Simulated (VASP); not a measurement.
A run of VASP 6.6.1:

The input INCAR:

```
SYSTEM = MgO
ALGO     = Normal         ! electronic algorithm
EDIFF    = 1E-6           ! SCF threshold, eV
ENCUT    = 520            ! plane-wave cutoff, eV
GGA      = PE             ! functional
ISIF     = 2              ! what is computed and relaxed
ISMEAR   = 0              ! smearing method
LASPH    = .True.         ! aspherical terms in the spheres
LCHARG   = .False.        ! write CHGCAR
LREAL    = .False.        ! projectors in reciprocal space
LWAVE    = .False.        ! write WAVECAR
NBANDS   = 16             ! bands
NELM     = 80             ! most SCF steps
PREC     = Accurate       ! precision mode
SIGMA    = 0.05           ! smearing width, eV
```

KPOINTS

```
k-points
0
Gamma
  9 9 6
  0 0 0
```

File POSCAR:

```
MgO
1.0
    3.3152853999      0.0000000000      0.0000000000
   -1.6576427000      2.8711213771      0.0000000000
    0.0000000000      0.0000000000      5.1215474299
Mg O
2 2
Direct
    0.3333333333      0.6666666667     -0.0229692219
    0.6666666667      0.3333333333      0.4770307781
    0.3333333333      0.6666666667      0.3982811987
    0.6666666667      0.3333333333      0.8982811987
```

Potentials or basis: VASP PAW PBE potentials, release 64 (Mg, O).

The run is started by

```sh
$ cat potpaw_PBE.64/Mg/POTCAR potpaw_PBE.64/O/POTCAR > POTCAR
$ mpirun -np 1 vasp_std > vasp.out
```

Hardware: 1 thread of Intel(R) Xeon(R) 6975P-C (Granite Rapids) (shared host).

**Question.** How long does it take, and how much memory?

**Answer.** Wall time 19 s on 1 thread of Intel(R) Xeon(R) 6975P-C (Granite Rapids) (shared host), peak memory 0.19 GiB. Counts: scf iterations 13, k points 48.
